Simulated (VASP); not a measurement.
# Te2Mo in VASP: further runs

Runs on Te2Mo. Level: LDA. Tasks: single point.

All numbers are computed with VASP 6.6.1; they aren't measurements. Logs are shortened: lines on timing, memory, paths and dates and some standing lists are left out, and cuts for length are marked.

## 1. The cell of the first run

The cell holds a slab with vacuum, 3 atoms: a = 3.467 Å, b = 3.467 Å, c = 18.045 Å, α = 90.00°, β = 90.00°, γ = 120.00°.

## 2. Single point, LDA

Contents of INCAR:

```
PREC     = Accurate       # precision mode
ENCUT    = 500            # plane-wave cutoff, eV
EDIFF    = 1E-6           # SCF threshold, eV
ISMEAR   = 0              # smearing method
SIGMA    = 0.02           # smearing width, eV
LREAL    = False          # projectors in reciprocal space
LASPH    = True           # aspherical terms in the spheres
NELM     = 120            # most SCF steps
ALGO     = Normal         # electronic algorithm
ISIF     = 2              # what is computed and relaxed
LWAVE    = False          # write WAVECAR
LCHARG   = False          # write CHGCAR
NBANDS   = 20             # bands
GGA_COMPAT= False
```

Contents of KPOINTS:

```
regular mesh
0
Gamma
  12 12 2
```

Contents of POSCAR:

```
Te2Mo
1.0
    3.4665480208      0.0000000000      0.0000000000
   -1.7332740104      3.0021186495      0.0000000000
    0.0000000000      0.0000000000     18.0454056671
Te Mo
2 1
Direct
    0.3333333333      0.6666666667      0.9005062624
    0.3333333333      0.6666666667      0.0994937376
    0.0000000000      0.0000000000      0.0000000000
```

Potentials or basis: VASP PAW LDA potentials, release 64 (Te, Mo_sv).

Started as:

```sh
> cat potpaw_LDA.64/Te/POTCAR potpaw_LDA.64/Mo_sv/POTCAR > POTCAR
> mpirun -np 1 vasp_std > vasp.out
```

OUTCAR:

```text
PREC = Accurate
   ENCUT = 500
   EDIFF = 1E-6
   ISMEAR = 0
   LREAL = False
   LASPH = True
   NELM = 120
   ISIF = 2

 ion  position               nearest neighbor table
   1  0.333  0.667  0.901-   3 2.69   3 2.69   3 2.69   2 3.59
   2  0.333  0.667  0.099-   3 2.69   3 2.69   3 2.69   1 3.59
   3  0.000  0.000  0.000-   1 2.69   2 2.69   1 2.69   2 2.69   1 2.69   2 2.69

  LATTYP: Found a hexagonal cell.
 ALAT       =     3.4665480208
 C/A-ratio  =     5.2055836408

  Lattice vectors:

 A1 = (   3.4665480208,   0.0000000000,   0.0000000000)
 A2 = (  -1.7332740104,   3.0021186495,   0.0000000000)
 A3 = (   0.0000000000,   0.0000000000,  18.0454056671)

Analysis of symmetry for initial positions (statically):
=====================================================================
 Subroutine PRICEL returns:
 Original cell was already a primitive cell.

 Routine SETGRP: Setting up the symmetry group for a
 hexagonal supercell.

 Subroutine GETGRP returns: Found 12 space group operations
 (whereof 12 operations were pure point group operations)
 out of a pool of 24 trial point group operations.

The static configuration has the point symmetry D_3h.

Analysis of symmetry for dynamics (positions and initial velocities):
=====================================================================
 Subroutine PRICEL returns:
 Original cell was already a primitive cell.

 Routine SETGRP: Setting up the symmetry group for a
 hexagonal supercell.

 Subroutine GETGRP returns: Found 12 space group operations
 (whereof 12 operations were pure point group operations)
 out of a pool of 24 trial point group operations.

The dynamic configuration has the point symmetry D_3h.

 Subroutine INISYM returns: Found 12 space group operations
 (whereof 12 operations are pure point group operations),
 and found     1 'primitive' translations

----------------------------------------------------------------------------------------

                                     Primitive cell

  volume of cell :     187.7983

  direct lattice vectors                    reciprocal lattice vectors
     3.466548021  0.000000000  0.000000000     0.288471411  0.166549047  0.000000000
    -1.733274010  3.002118649  0.000000000     0.000000000  0.333098094  0.000000000
     0.000000000  0.000000000 18.045405667     0.000000000  0.000000000  0.055415767

  length of vectors
     3.466548021  3.466548021 18.045405667     0.333098094  0.333098094  0.055415767

  position of ions in fractional coordinates (direct lattice)
     0.333333333  0.666666667  0.900506262
     0.333333333  0.666666667  0.099493738
     0.000000000  0.000000000  0.000000000

  ion indices of the primitive-cell ions
   primitive index   ion index
                 1           1
                 2           2
                 3           3

----------------------------------------------------------------------------------------

 KPOINTS: regular mesh

Automatic generation of k-mesh.
 Grid dimensions read from file:
 generate k-points for:   12   12    2

 Generating k-lattice:

  Cartesian coordinates                     Fractional coordinates (reciprocal lattice)
     0.024039284  0.013879087  0.000000000     0.083333333 -0.000000000  0.000000000
     0.000000000  0.027758174  0.000000000     0.000000000  0.083333333  0.000000000
     0.000000000  0.000000000  0.027707884     0.000000000  0.000000000  0.500000000

  Length of vectors
     0.027758174  0.027758174  0.027707884

  Shift w.r.t. Gamma in fractional coordinates (k-lattice)
     0.000000000  0.000000000  0.000000000

 Subroutine IBZKPT returns following result:
 ===========================================

 Found     38 irreducible k-points:

 Following reciprocal coordinates:
            Coordinates               Weight
  0.000000  0.000000  0.000000      1.000000
  0.083333 -0.000000  0.000000      6.000000
  0.166667  0.000000  0.000000      6.000000
  0.250000  0.000000  0.000000      6.000000
  0.333333  0.000000  0.000000      6.000000
  0.416667  0.000000  0.000000      6.000000
[... 16 lines left out ...]
  0.250000  0.000000  0.500000      6.000000
  0.333333  0.000000  0.500000      6.000000
 [... further k-points ...]
   k-points           NKPTS =     38   k-points in BZ     NKDIM =     38   number of bands    NBANDS=     20
   number of dos      NEDOS =    301   number of ions     NIONS =      3
   total plane-waves  NPLWV = 109760
   dimension x,y,z NGX =    28 NGY =   28 NGZ =  140
   dimension x,y,z NGXF=    56 NGYF=   56 NGZF=  280
   ions per type =               2   1
   NGX,Y,Z   is equivalent  to a cutoff of  13.43, 13.43, 12.90 a.u.
   NGXF,Y,Z  is equivalent  to a cutoff of  26.86, 26.86, 25.80 a.u.
 SYSTEM =  unknown system
   PREC   = accura    normal or accurate (medium, high low for compatibility)
   ISTART =      0    job   : 0-new  1-cont  2-samecut
   ICHARG =      2    charge: 1-file 2-atom 10-const
   ISPIN  =      1    spin polarized calculation?
   LNONCOLLINEAR =      F non collinear calculations
   LSORBIT =      F    spin-orbit coupling
   LASPH  =      T    aspherical Exc in radial PAW
   ENCUT  =  500.0 eV  36.75 Ry    6.06 a.u.   6.32  6.32 32.90*2*pi/ulx,y,z
   NELM   =    120;   NELMIN=  2; NELMDL= -5     # of ELM steps
   EDIFF  = 0.1E-05   stopping-criterion for ELM
   LREAL  =      F    real-space projection
   EDIFFG = 0.1E-04   stopping-criterion for IOM
   NSW    =      0    number of steps for IOM
   IBRION =     -1    ionic relax: 0-MD 1-quasi-New 2-CG
   NFREE  =      0    steps in history (QN), initial steepest desc. (CG)
   ISIF   =      2    stress and relaxation
   ISYM   =      2    0-nonsym 1-usesym 2-fastsym
   POTIM  = 0.5000    time-step for ionic-motion
   TEBEG  =    0.0;   TEEND  =   0.0 temperature during run
   PSTRESS=    0.0 pullay stress
   NELECT =      26.0000    total number of electrons
   NUPDOWN=      -1.0000    fix difference up-down
   EMIN   =  10.00;   EMAX   =-10.00  energy-range for DOS
   EFERMI =   0.00;   METHOD = LEGACY
   ISMEAR =     0;   SIGMA  =   0.02  broadening in eV -4-tet -1-fermi 0-gaus
   EFERMI_NEDOS =   21; number of points for ismear=-14 and -15
   IALGO  =     38    algorithm
   IMIX   =      4    mixing-type and parameters
     AMIX     =   0.40;   BMIX     =  1.00
     AMIX_MAG =   1.60;   BMIX_MAG =  1.00
  volume/ion in A,a.u.               =      62.60       422.44
  Fermi-wavevector in a.u.,A,eV,Ry     =   0.846906  1.600421  9.758783  0.717250
  Thomas-Fermi vector in A             =   1.962328
   LORBIT       =      0    0 simple, 1 ext, 2 COOP (PROOUT), +10 PAW based schemes
   GGA     = CA    functional components
   LHFCALC =     F    Hartree Fock is set to
   AEXX    =    0.0000 exact exchange contribution
   IVDW    =     0    specifies the selected vdW correction
   LEPSILON=     F    determine dielectric tensor
   LRPA    =     F    only Hartree local field effects (RPA)
 non-spin polarized calculation
 Gauss-broadening in eV      SIGMA  =   0.02
  energy-cutoff  :      500.00
  volume of cell :      187.80
 maximum number of plane-waves:      4791
 NGX is ok and might be reduce to    28
   NGX = 13   NGY = 13   NGZ = 65

 number of electron      26.0000001 magnetization

 Free energy of the ion-electron system (eV)
  ---------------------------------------------------
  ext. energy  EPLUGINS =         0.00000000
  ---------------------------------------------------
  free energy    TOTEN  =       -20.47175703 eV

  energy without entropy =      -20.47175703  energy(sigma->0) =      -20.47175703

 E-fermi :   0.1435     XC(G=0):  -4.8017

 val. band max:        0.0229562929   @ k =   0.3333   0.3333   0.0000
 cond. band min:       1.2644060535   @ k =   0.3333   0.3333   0.5000
 fundamental gap:      1.2414497606
 Fermi energy:         0.1434979817

 k-point     1 :       0.0000    0.0000    0.0000
  band No.  band energies     occupation
      1     -60.2007      2.00000
      2     -34.5978      2.00000
      3     -34.4172      2.00000
      4     -34.4172      2.00000
      5     -12.8474      2.00000
      6     -11.8514      2.00000
[... 12 lines left out ...]
     19       4.8035      0.00000
     20       5.7102      0.00000

 k-point     2 :       0.0833   -0.0000    0.0000
  band No.  band energies     occupation
      1     -60.1998      2.00000
      2     -34.5954      2.00000
      3     -34.4280      2.00000
      4     -34.4197      2.00000
      5     -12.7437      2.00000
      6     -11.7801      2.00000
[... 12 lines left out ...]
     19       4.9266      0.00000
     20       5.8617      0.00000

 k-point     3 :       0.1667    0.0000    0.0000
  band No.  band energies     occupation
      1     -60.1975      2.00000
      2     -34.5888      2.00000
      3     -34.4572      2.00000
      4     -34.4264      2.00000
      5     -12.4418      2.00000
      6     -11.5727      2.00000
[... 12 lines left out ...]
     19       5.2790      0.00000
     20       6.1788      0.00000

 k-point     4 :       0.2500    0.0000    0.0000
  band No.  band energies     occupation
      1     -60.1943      2.00000
      2     -34.5797      2.00000
      3     -34.4969      2.00000
      4     -34.4356      2.00000
      5     -11.9728      2.00000
      6     -11.2525      2.00000
[... 12 lines left out ...]
     19       5.8102      0.00000
     20       6.6061      0.00000

 k-point     5 :       0.3333    0.0000    0.0000
  band No.  band energies     occupation
      1     -60.1912      2.00000
      2     -34.5706      2.00000
      3     -34.5363      2.00000
      4     -34.4448      2.00000
      5     -11.4044      2.00000
      6     -10.8724      2.00000
[... 12 lines left out ...]
     19       6.0342      0.00000
     20       6.1894      0.00000
[... 353 lines left out ...]
      6     -11.7801      2.00000
[... 12 lines left out ...]
     19       4.7633      0.00000
     20       6.1246      0.00000

 k-point    22 :       0.1667    0.0000    0.5000
  band No.  band energies     occupation
      1     -60.1975      2.00000
      2     -34.5888      2.00000
      3     -34.4572      2.00000
      4     -34.4264      2.00000
      5     -12.4418      2.00000
      6     -11.5727      2.00000
[... 12 lines left out ...]
     19       5.1163      0.00000
     20       6.4623      0.00000

 k-point    23 :       0.2500    0.0000    0.5000
  band No.  band energies     occupation
      1     -60.1943      2.00000
      2     -34.5797      2.00000
      3     -34.4969      2.00000
      4     -34.4356      2.00000
      5     -11.9728      2.00000
      6     -11.2525      2.00000
[... 12 lines left out ...]
     19       5.6657      0.00000
     20       6.9115      0.00000

 k-point    24 :       0.3333    0.0000    0.5000
  band No.  band energies     occupation
      1     -60.1912      2.00000
      2     -34.5706      2.00000
      3     -34.5363      2.00000
      4     -34.4448      2.00000
      5     -11.4044      2.00000
      6     -10.8724      2.00000
[... 12 lines left out ...]
     19       6.0499      0.00000
     20       6.1542      0.00000

 [... further k-points ...]
[... 5 lines left out ...]
  --------------------------------------------------------------------------------------
  -------------------------------------------------------------------------------------
  Total        0.1036536      0.1036536      0.1680017     -0.0000000      0.0000000      0.0000000
  in kB        0.8843071      0.8843071      1.4332853     -0.0000000      0.0000000      0.0000000
  external PRESSURE =       1.0672998 kB  Pullay stress =       0.0000000 kB

 VOLUME and BASIS-vectors are now :
 -----------------------------------------------------------------------------
  energy-cutoff  :      500.00
  volume of cell :      187.80
      direct lattice vectors                 reciprocal lattice vectors
     3.466548021  0.000000000  0.000000000     0.288471411  0.166549047  0.000000000
    -1.733274010  3.002118649  0.000000000     0.000000000  0.333098094  0.000000000
     0.000000000  0.000000000 18.045405667     0.000000000  0.000000000  0.055415767

 POSITION                                       TOTAL-FORCE (eV/Angst)
 -----------------------------------------------------------------------------------
     -0.00000      2.00141     16.25000         0.000000     -0.000000     -0.050723
     -0.00000      2.00141      1.79540         0.000000      0.000000      0.050723
      0.00000      0.00000      0.00000        -0.000000      0.000000      0.000000
 -----------------------------------------------------------------------------------
    total drift:                                0.000000     -0.000000     -0.000000

  FREE ENERGIE OF THE ION-ELECTRON SYSTEM (eV)
  ---------------------------------------------------
  free  energy   TOTEN  =       -20.4717570271 eV

  energy  without entropy=      -20.4717570271  energy(sigma->0) =      -20.47175703
```

It took 2 min on 1 thread of Intel Xeon 6975P-C (Granite Rapids), shared host; peak memory 0.33 GiB.

Results:

```
Free energy            : -20.4718 eV
Largest force          : 0.051 eV/Å
Band gap on the k mesh : 1.24 eV, direct
```

Forces in eV/Å, atoms in the order of the input:
```
Te   0.000  0.000 -0.051
Te   0.000  0.000  0.051
Mo   0.000  0.000  0.000
```

Levels at points of the mesh, in eV from the valence-band top:
| k point | band 10 | band 11 | band 12 | band 13 | band 14 | band 15 | band 16 | band 17 |
| --- | --- | --- | --- | --- | --- | --- | --- | --- |
| (0.00, 0.00, 0.00) | -1.65 | -0.82 | -0.82 | -0.59 | 3.37 | 3.37 | 3.69 | 3.69 |
| (0.50, 0.00, 0.00) | -2.32 | -1.68 | -0.76 | -0.14 | 1.58 | 1.88 | 3.44 | 3.93 |
| (0.00, 0.00, 0.50) | -1.65 | -0.82 | -0.82 | -0.59 | 3.37 | 3.37 | 3.69 | 3.69 |
| (0.50, 0.00, 0.50) | -2.32 | -1.68 | -0.76 | -0.14 | 1.58 | 1.88 | 3.44 | 3.93 |

Caveat: spin-orbit coupling is left out, which moves the levels of the heavy elements.

(Continued in part 2 of 2.)
